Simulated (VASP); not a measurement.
A run of VASP 6.6.1:

File INCAR:

```
  PREC = Accurate
  ENCUT = 600
  EDIFF = 1E-6
  ISMEAR = -1
  SIGMA = 0.1
  LREAL = False
  LASPH = True
  NELM = 80
  ALGO = Normal
  ISIF = 3
  LWAVE = False
  LCHARG = False
  GGA = PE
  IBRION = 2
  NSW = 60
  EDIFFG = -0.03
```

KPOINTS

```
regular mesh
0
Gamma
  17 17 9
```

Contents of POSCAR:

```
Ir
1.0
    2.7100000000      0.0000000000      0.0000000000
   -1.3550000000      2.3469288443      0.0000000000
    0.0000000000      0.0000000000      4.4254300000
Ir
2
Direct
    0.3333333333      0.6666666667      0.2500000000
    0.6666666667      0.3333333333      0.7500000000
```

Potentials or basis: VASP PAW PBE potentials, release 64 (Ir).

Launch:

```sh
$ cat potpaw_PBE.64/Ir/POTCAR > POTCAR
$ mpirun -np 1 vasp_std > vasp.out
```

Hardware: 1 thread of Intel(R) Xeon(R) 6975P-C (Granite Rapids), with other jobs on the host.

Problem. How long does it take, and how much memory?

Solution. Run time: 84 s on 1 thread of Intel(R) Xeon(R) 6975P-C (Granite Rapids), with other jobs on the host, peak memory 0.21 GiB. Counts: scf iterations 46, k points 165, ion steps 7.
